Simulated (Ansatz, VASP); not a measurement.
## TiHg: VASP beside Ansatz

```
Ti Hg
1.0
     3.04860    0.00000    0.00000
     0.00000    3.04860    0.00000
     0.00000    0.00000    4.09418
Ti Hg
1 1
Direct
  0.50000 0.50000 0.50000
  0.00000 0.00000 0.00000
```

Change from the starting cell: volume scaled by 1.04, PAW files.

Alike in both runs: task electric field gradients; functional LDA; k mesh 14 × 14 × 10; occupations fermi-dirac, width 0.08 eV; no spin polarisation.

|  | VASP | Ansatz |
| --- | --- | --- |
| version | VASP 6.6.1 | Ansatz 0.2.0 |
| potentials or method | VASP PAW LDA potentials, release 64 (Ti_sv, Hg) | PAW with Ansatz's default frozen-core files, scalar-relativistic |
| plane-wave cutoff (eV) | 520 | 420 |
| valence electrons in the cell | 24 | 32 |

Ansatz gave:

| Item | Value |
| --- | --- |
| pressure (GPa) | -10.3 |
| traceless stress, the component that is largest in VASP (GPa) | 0.26 |
| size of Vzz on the site where it differs most (V/Å²) | 191.1 |

Q: Which values does VASP return?

A: Pressure (GPa): -9.5; traceless stress, the component that is largest in VASP (GPa): 0.24; size of Vzz on the site where it differs most (V/Å²): 198.3.

LDA's correlation is that of Perdew and Zunger in VASP and of Perdew and Wang (1992) in Ansatz. VASP's potentials hold 24 valence electrons a cell and Ansatz's 32, so a difference there can come from the potentials and not from the codes.

Neither program's run includes spin-orbit coupling.
